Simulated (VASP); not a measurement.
# Si (a cell with a defect) in VASP: relaxation of the atoms with PBE

Aim: the relaxation of the atoms of Si (a cell with a defect) with PBE.

Everything below comes from runs of VASP 6.6.1. Logs are shortened: lines on timing, memory, paths and dates and some standing lists are left out, and cuts for length are marked.

## (1) The cell of the first run

The cell holds a defect, 17 atoms: a = 7.679 Å, b = 7.679 Å, c = 7.679 Å, α = 60.00°, β = 60.00°, γ = 60.00°.

## (2) Relaxation of the atoms, PBE

File INCAR:

```
SYSTEM = Si
PREC = Accurate
ENCUT = 520
EDIFF = 1E-6
ISMEAR = -1
SIGMA = 0.02
LREAL = Auto
LASPH = .True.
NELM = 100
ALGO = Normal
ISIF = 2
LWAVE = .False.
LCHARG = .False.
GGA = PE
IBRION = 2
NSW = 45
EDIFFG = -0.08
```

File KPOINTS:

```
regular mesh
0
Gamma
  2 2 2
  0 0 0
```

File POSCAR:

```
Si
1.0
    0.0000000000      5.4300000000      5.4300000000
    5.4300000000      0.0000000000      5.4300000000
    5.4300000000      5.4300000000      0.0000000000
Si
17
Direct
    0.0000000000      0.0000000000      0.0000000000
    0.1250000000      0.1250000000      0.1250000000
    0.0000000000      0.0000000000      0.5000000000
    0.1250000000      0.1250000000      0.6250000000
    0.0000000000      0.5000000000      0.0000000000
    0.1250000000      0.6250000000      0.1250000000
    0.0000000000      0.5000000000      0.5000000000
    0.1250000000      0.6250000000      0.6250000000
    0.5000000000      0.0000000000      0.0000000000
    0.6250000000      0.1250000000      0.1250000000
    0.5000000000      0.0000000000      0.5000000000
    0.6250000000      0.1250000000      0.6250000000
    0.5000000000      0.5000000000      0.0000000000
    0.6250000000      0.6250000000      0.1250000000
    0.5000000000      0.5000000000      0.5000000000
    0.6250000000      0.6250000000      0.6250000000
    0.8895604000      0.3752604000      0.3672568000
```

Potentials or basis: VASP PAW PBE potentials, release 64 (Si).

Started as:

```sh
cat potpaw_PBE.64/Si/POTCAR > POTCAR
mpirun -np 1 vasp_std > vasp.out
```

OUTCAR:

```text
SYSTEM = Si
   PREC = Accurate
   ENCUT = 520
   EDIFF = 1E-6
   ISMEAR = -1
   LREAL = Auto
   LASPH = .True.
   NELM = 100
   ISIF = 2
   GGA = PE
   IBRION = 2
   NSW = 45
   EDIFFG = -0.08

 ion  position               nearest neighbor table
   1  0.000  0.000  0.000-   2 2.35   4 2.35   6 2.35  10 2.35
   2  0.125  0.125  0.125-   1 2.35   3 2.35   5 2.35   9 2.35  17 2.68
   3  0.000  0.000  0.500-   2 2.35   4 2.35   8 2.35  12 2.35  17 2.35
   4  0.125  0.125  0.625-   1 2.35   3 2.35   7 2.35  11 2.35  17 2.68
   5  0.000  0.500  0.000-  17 2.30   6 2.35   8 2.35  14 2.35   2 2.35
   6  0.125  0.625  0.125-   1 2.35   5 2.35   7 2.35  13 2.35  17 2.64
   7  0.000  0.500  0.500-  17 2.31   6 2.35   8 2.35  16 2.35   4 2.35
   8  0.125  0.625  0.625-   3 2.35   5 2.35   7 2.35  15 2.35
   9  0.500  0.000  0.000-   2 2.35  10 2.35  12 2.35  14 2.35
  10  0.625  0.125  0.125-   1 2.35   9 2.35  11 2.35  13 2.35
  11  0.500  0.000  0.500-   4 2.35  10 2.35  12 2.35  16 2.35
  12  0.625  0.125  0.625-   3 2.35   9 2.35  11 2.35  15 2.35  17 2.80
  13  0.500  0.500  0.000-   6 2.35  10 2.35  14 2.35  16 2.35
  14  0.625  0.625  0.125-   5 2.35   9 2.35  13 2.35  15 2.35  17 2.75
  15  0.500  0.500  0.500-   8 2.35  12 2.35  14 2.35  16 2.35  17 2.44
  16  0.625  0.625  0.625-   7 2.35  11 2.35  13 2.35  15 2.35  17 2.76
  17  0.890  0.375  0.367-   5 2.30   7 2.31   3 2.35  15 2.44   6 2.64   2 2.68   4 2.68  14 2.75
                            16 2.76  12 2.80

  LATTYP: Found a face centered cubic cell.
 ALAT       =    10.8600000000

  Lattice vectors:

 A1 = (   0.0000000000,   5.4300000000,   5.4300000000)
 A2 = (   5.4300000000,   0.0000000000,   5.4300000000)
 A3 = (   5.4300000000,   5.4300000000,   0.0000000000)

Analysis of symmetry for initial positions (statically):
=====================================================================
 Subroutine PRICEL returns:
 Original cell was already a primitive cell.

 Routine SETGRP: Setting up the symmetry group for a
 face centered cubic supercell.

 Subroutine GETGRP returns: Found  1 space group operations
 (whereof  1 operations were pure point group operations)
 out of a pool of 48 trial point group operations.

The static configuration has the point symmetry C_1 .

Analysis of symmetry for dynamics (positions and initial velocities):
=====================================================================
 Subroutine PRICEL returns:
 Original cell was already a primitive cell.

 Routine SETGRP: Setting up the symmetry group for a
 face centered cubic supercell.

 Subroutine GETGRP returns: Found  1 space group operations
 (whereof  1 operations were pure point group operations)
 out of a pool of 48 trial point group operations.

The dynamic configuration has the point symmetry C_1 .

 Subroutine INISYM returns: Found  1 space group operations
 (whereof  1 operations are pure point group operations),
 and found     1 'primitive' translations

----------------------------------------------------------------------------------------

                                     Primitive cell

  volume of cell :     320.2060

  direct lattice vectors                    reciprocal lattice vectors
     0.000000000  5.430000000  5.430000000    -0.092081031  0.092081031  0.092081031
     5.430000000  0.000000000  5.430000000     0.092081031 -0.092081031  0.092081031
     5.430000000  5.430000000  0.000000000     0.092081031  0.092081031 -0.092081031

  length of vectors
     7.679179644  7.679179644  7.679179644     0.159489025  0.159489025  0.159489025

  position of ions in fractional coordinates (direct lattice)
     0.000000000  0.000000000  0.000000000
     0.125000000  0.125000000  0.125000000
     0.000000000  0.000000000  0.500000000
     0.125000000  0.125000000  0.625000000
     0.000000000  0.500000000  0.000000000
     0.125000000  0.625000000  0.125000000
[... 9 lines left out ...]
     0.625000000  0.625000000  0.625000000
     0.889560400  0.375260400  0.367256800

  ion indices of the primitive-cell ions
   primitive index   ion index
                 1           1
                 2           2
                 3           3
                 4           4
                 5           5
                 6           6
[... 9 lines left out ...]
                16          16
                17          17

----------------------------------------------------------------------------------------

 KPOINTS: regular mesh

Automatic generation of k-mesh.
 Grid dimensions read from file:
 generate k-points for:    2    2    2

 Generating k-lattice:

  Cartesian coordinates                     Fractional coordinates (reciprocal lattice)
    -0.046040516  0.046040516  0.046040516     0.500000000  0.000000000  0.000000000
     0.046040516 -0.046040516  0.046040516     0.000000000  0.500000000  0.000000000
     0.046040516  0.046040516 -0.046040516     0.000000000  0.000000000  0.500000000

  Length of vectors
     0.079744512  0.079744512  0.079744512

  Shift w.r.t. Gamma in fractional coordinates (k-lattice)
     0.000000000  0.000000000  0.000000000

 Subroutine IBZKPT returns following result:
 ===========================================

 Found      8 irreducible k-points:

 Following reciprocal coordinates:
            Coordinates               Weight
  0.000000  0.000000  0.000000      1.000000
  0.500000  0.000000  0.000000      1.000000
  0.000000  0.500000  0.000000      1.000000
  0.000000  0.000000  0.500000      1.000000
  0.500000  0.500000  0.500000      1.000000
  0.500000  0.500000  0.000000      1.000000
  0.000000  0.500000  0.500000      1.000000
  0.500000  0.000000  0.500000      1.000000
   k-points           NKPTS =      8   k-points in BZ     NKDIM =      8   number of bands    NBANDS=     43
   number of dos      NEDOS =    301   number of ions     NIONS =     17
   total plane-waves  NPLWV = 216000
   dimension x,y,z NGX =    60 NGY =   60 NGZ =   60
   dimension x,y,z NGXF=   120 NGYF=  120 NGZF=  120
   ions per type =              17
   NGX,Y,Z   is equivalent  to a cutoff of  12.99, 12.99, 12.99 a.u.
   NGXF,Y,Z  is equivalent  to a cutoff of  25.98, 25.98, 25.98 a.u.
 SYSTEM =  Si
   PREC   = accura    normal or accurate (medium, high low for compatibility)
   ISTART =      0    job   : 0-new  1-cont  2-samecut
   ICHARG =      2    charge: 1-file 2-atom 10-const
   ISPIN  =      1    spin polarized calculation?
   LNONCOLLINEAR =      F non collinear calculations
   LSORBIT =      F    spin-orbit coupling
   LASPH  =      T    aspherical Exc in radial PAW
   ENCUT  =  520.0 eV  38.22 Ry    6.18 a.u.  14.28 14.28 14.28*2*pi/ulx,y,z
   NELM   =    100;   NELMIN=  2; NELMDL= -5     # of ELM steps
   EDIFF  = 0.1E-05   stopping-criterion for ELM
   LREAL  =      T    real-space projection
   EDIFFG = -.8E-01   stopping-criterion for IOM
   NSW    =     45    number of steps for IOM
   IBRION =      2    ionic relax: 0-MD 1-quasi-New 2-CG
   NFREE  =      1    steps in history (QN), initial steepest desc. (CG)
   ISIF   =      2    stress and relaxation
   ISYM   =      2    0-nonsym 1-usesym 2-fastsym
   POTIM  = 0.5000    time-step for ionic-motion
   TEBEG  =    0.0;   TEEND  =   0.0 temperature during run
   PSTRESS=    0.0 pullay stress
   NELECT =      68.0000    total number of electrons
   NUPDOWN=      -1.0000    fix difference up-down
   EMIN   =  10.00;   EMAX   =-10.00  energy-range for DOS
   EFERMI =   0.00;   METHOD = LEGACY
   ISMEAR =    -1;   SIGMA  =   0.02  broadening in eV -4-tet -1-fermi 0-gaus
   EFERMI_NEDOS =   21; number of points for ismear=-14 and -15
   IALGO  =     38    algorithm
   IMIX   =      4    mixing-type and parameters
     AMIX     =   0.40;   BMIX     =  1.00
     AMIX_MAG =   1.60;   BMIX_MAG =  1.00
  volume/ion in A,a.u.               =      18.84       127.11
  Fermi-wavevector in a.u.,A,eV,Ry     =   0.976715  1.845724 12.979587  0.953973
  Thomas-Fermi vector in A             =   2.107356
   LORBIT       =      0    0 simple, 1 ext, 2 COOP (PROOUT), +10 PAW based schemes
   GGA     = PE    functional components
   LHFCALC =     F    Hartree Fock is set to
   AEXX    =    0.0000 exact exchange contribution
   IVDW    =     0    specifies the selected vdW correction
   LEPSILON=     F    determine dielectric tensor
   LRPA    =     F    only Hartree local field effects (RPA)
 conjugate gradient relaxation of ions
 non-spin polarized calculation
  energy-cutoff  :      520.00
  volume of cell :      320.21
 maximum number of plane-waves:      8646
 NGX is ok and might be reduce to    60
   NGX = 29   NGY = 29   NGZ = 29

--------------------------------------- Ionic step        1  -------------------------------------------

 number of electron      68.0000004 magnetization

 Free energy of the ion-electron system (eV)
  ---------------------------------------------------
  ext. energy  EPLUGINS =         0.00000000
  ---------------------------------------------------
  free energy    TOTEN  =       -87.83503829 eV

  energy without entropy =      -87.82542608  energy(sigma->0) =      -87.83023218

------------------------ aborting loop because EDIFF is reached ----------------------------------------

  FORCE on cell =-STRESS in cart. coord.  units (eV):
  Direction    XX          YY          ZZ          XY          YZ          ZX
  --------------------------------------------------------------------------------------
  -------------------------------------------------------------------------------------
  Total       11.7051342     11.7019682     11.7557130      1.0047814     -0.4775360      0.4265863
  in kB       58.5676093     58.5517676     58.8206843      5.0275068     -2.3893911      2.1344597
  external PRESSURE =      58.6466871 kB  Pullay stress =       0.0000000 kB
[... 240 lines left out ...]
  energy  without entropy=      -87.9826081505  energy(sigma->0) =      -87.98777040

--------------------------------------- Ionic step        6  -------------------------------------------

 number of electron      68.0000000 magnetization

 Free energy of the ion-electron system (eV)
  ---------------------------------------------------
  ext. energy  EPLUGINS =         0.00000000
  ---------------------------------------------------
  free energy    TOTEN  =       -87.99465790 eV

  energy without entropy =      -87.98442198  energy(sigma->0) =      -87.98953994

 E-fermi :   6.9118     XC(G=0):  -9.6745

 val. band max:        6.6847588997   @ k =   0.0000   0.0000   0.0000
 cond. band min:       6.9263465880   @ k =   0.5000   0.0000   0.5000
 fundamental gap:      0.2415876883
 Fermi energy:         6.9117657116

 k-point     1 :       0.0000    0.0000    0.0000
  band No.  band energies     occupation
      1      -6.3176      2.00000
      2      -3.7762      2.00000
      3      -3.6293      2.00000
      4      -3.6272      2.00000
      5      -3.6227      2.00000
      6      -2.8075      2.00000
[... 401 lines left out ...]
  FREE ENERGIE OF THE ION-ELECTRON SYSTEM (eV)
  ---------------------------------------------------
  free  energy   TOTEN  =       -87.9946579026 eV

  energy  without entropy=      -87.9844219831  energy(sigma->0) =      -87.98953994

 reached required accuracy - stopping structural energy minimisation
```

It took 27 min on 1 thread of Oxide Virtual Turin-like, shared host; peak memory 0.48 GiB.

What came out:

| Quantity | Value |
| --- | --- |
| Free energy | -87.9947 eV |
| Energy gained by relaxing | 9.4 meV/atom |
| Ionic steps | 6 |
| Pressure after relaxing | 5.3 GPa |
| Largest force after relaxing | 0.060 eV/Å |
| Band gap on the k mesh | zero (bands 34 and 35 overlap by 0.25 eV) |

Forces on the atoms (eV/Å):
```
Si  -0.008  0.009  0.001
Si   0.013 -0.007  0.003
Si  -0.008  0.008  0.022
Si   0.007 -0.013  0.003
Si  -0.009  0.012  0.017
Si   0.001 -0.001 -0.013
Si  -0.013  0.008  0.018
Si   0.011 -0.010 -0.029
Si   0.012 -0.004 -0.007
Si  -0.001  0.001  0.001
Si   0.003 -0.012 -0.006
Si  -0.012  0.013  0.004
Si   0.010 -0.010 -0.013
Si  -0.019  0.005  0.017
Si  -0.006  0.005  0.013
Si  -0.005  0.019  0.017
Si   0.025 -0.024 -0.049
```

The path:
```
step  energy change (eV)  largest force (eV/Å)  pressure (GPa)
   1              0.0000                1.1948            5.86
   2             -0.1509                0.2410            5.35
   3             -0.1513                0.2474            5.33
   4             -0.1575                0.1359            5.33
   5             -0.1579                0.1324            5.33
   6             -0.1596                0.0597            5.34
```

Final structure:
```
Si
1.0
     0.00000    5.43000    5.43000
     5.43000    0.00000    5.43000
     5.43000    5.43000    0.00000
Si
17
Direct
  0.99824 0.00072 0.00051
  0.12824 0.12195 0.12170
  0.00188 0.99355 0.50228
  0.12824 0.12194 0.62810
  0.00244 0.50281 0.99179
  0.12830 0.62822 0.12173
  0.00240 0.50276 0.50290
  0.12867 0.62508 0.62304
  0.50076 0.00034 0.00017
  0.62478 0.12501 0.12511
  0.50075 0.00033 0.49874
  0.62226 0.12204 0.62785
  0.50089 0.49859 0.00026
  0.62228 0.62798 0.12182
  0.49689 0.50102 0.50104
  0.62228 0.62797 0.62791
  0.88025 0.37494 0.37230
```

Levels at points of the mesh, in eV from the Fermi level:
```tsv
k point	band 31	band 32	band 33	band 34	band 35	band 36	band 37	band 38
(0.00, 0.00, 0.00)	-0.83	-0.82	-0.82	-0.26	-0.23	-0.23	0.08	0.08
(0.50, 0.00, 0.00)	-1.57	-1.43	-1.43	-0.34	0.53	0.54	0.90	0.90
(0.00, 0.50, 0.00)	-1.56	-1.43	-1.43	-0.34	0.52	0.55	0.89	0.90
(0.00, 0.00, 0.50)	-1.56	-1.43	-1.43	-0.34	0.52	0.55	0.89	0.89
(0.50, 0.50, 0.50)	-1.56	-1.43	-1.43	-0.34	0.52	0.55	0.89	0.89
(0.50, 0.50, 0.00)	-2.03	-1.89	-0.99	0.02	0.71	1.02	1.03	1.14
(0.00, 0.50, 0.50)	-2.03	-1.89	-0.99	0.01	0.71	1.02	1.03	1.14
(0.50, 0.00, 0.50)	-2.03	-1.89	-0.99	0.01	0.71	1.02	1.03	1.14
```

Caveat: the k points lie up to 0.50 Å⁻¹ apart; the relaxation stopped at a loose force limit of 0.08 eV/Å, so its end isn't a converged minimum.
